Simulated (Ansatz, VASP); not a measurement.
**Sr2NbN2O2: VASP beside Ansatz**

INCAR

```
SYSTEM = Sr2NbN2O2
PREC = Accurate ; ENCUT = 520
EDIFF = 1E-6 ; ISMEAR = -1
SIGMA = 0.05 ; LREAL = .FALSE.
LASPH = .TRUE. ; NELM = 60
ALGO = Normal ; ISIF = 2
LWAVE = .FALSE. ; LCHARG = .FALSE.
GGA = PE ; NBANDS = 36
```

KPOINTS

```
Automatic mesh
0
G
  9 9 9
  0 0 0
```

The input POSCAR:

```
Sr2NbN2O2
1.0
   -2.0315280000      2.0315280000      6.5035160000
    2.0315280000     -2.0315280000      6.5035160000
    2.0315280000      2.0315280000     -6.5035160000
Nb Sr O N
1 2 2 2
Direct
    0.0000000000      0.0000000000      0.0000000000
    0.6483240000      0.6483240000      0.0000000000
    0.3516760000      0.3516760000      0.0000000000
    0.8376350000      0.8376350000      0.0000000000
    0.1623650000      0.1623650000      0.0000000000
    0.0000000000      0.5000000000      0.5000000000
    0.5000000000      0.0000000000      0.5000000000
```

input.yaml

```yaml
crystal:
  lattice:
    - [-2.031528, 2.031528, 6.503516]
    - [2.031528, -2.031528, 6.503516]
    - [2.031528, 2.031528, -6.503516]
  atoms:
    - { symbol: Nb, position: [0.0, 0.0, 0.0] }
    - { symbol: Sr, position: [0.648324, 0.648324, 0.0] }
    - { symbol: Sr, position: [0.351676, 0.351676, 0.0] }
    - { symbol: O, position: [0.837635, 0.837635, 0.0] }
    - { symbol: O, position: [0.162365, 0.162365, 0.0] }
    - { symbol: "N", position: [0.0, 0.5, 0.5] }
    - { symbol: "N", position: [0.5, 0.0, 0.5] }
hamiltonian:
  xc: pbe
  pseudopotentials: { kind: paw }
kpoints:
  mp_grid: { grid: [9, 9, 9] }
scf:
  occupations: { method: fermi_dirac, width: 0.05 }
output:
  forces: true
  stress: true
  eigenvalues: true
  write_density: true
  write_potential: true
  elf: true
  volumetric_format: npy
```

Alike in both runs: task single point; functional PBE; k mesh 9 × 9 × 9; occupations fermi-dirac, width 0.05 eV; no spin polarisation.

```csv
,VASP,Ansatz
version,VASP 6.6.1,Ansatz 0.2.0
potentials or method,"VASP PAW PBE potentials, release 64 (Nb_sv, Sr_sv, O, N)",Ansatz PAW
plane-wave cutoff (eV),520,420
valence electrons in the cell,55,55
```

Ansatz gave:

```
gap on the k mesh at the Fermi level (eV)                     : none
pressure (GPa)                                                : -1.7
traceless stress, the component that is largest in VASP (GPa) : -0.52
rms of the force components (eV/Å)                            : 0.090
```

Estimate VASP's values.

gap on the k mesh at the Fermi level (eV): none; pressure (GPa): -1.5; traceless stress, the component that is largest in VASP (GPa): -0.30; rms of the force components (eV/Å): 0.100.

Atom by atom the forces differ by 0.011 eV/Å (rms over components). A gap of «none» marks a metal or a gap that the smearing closes. With one functional, cell and mesh, what is left measures potentials, basis and numerics.
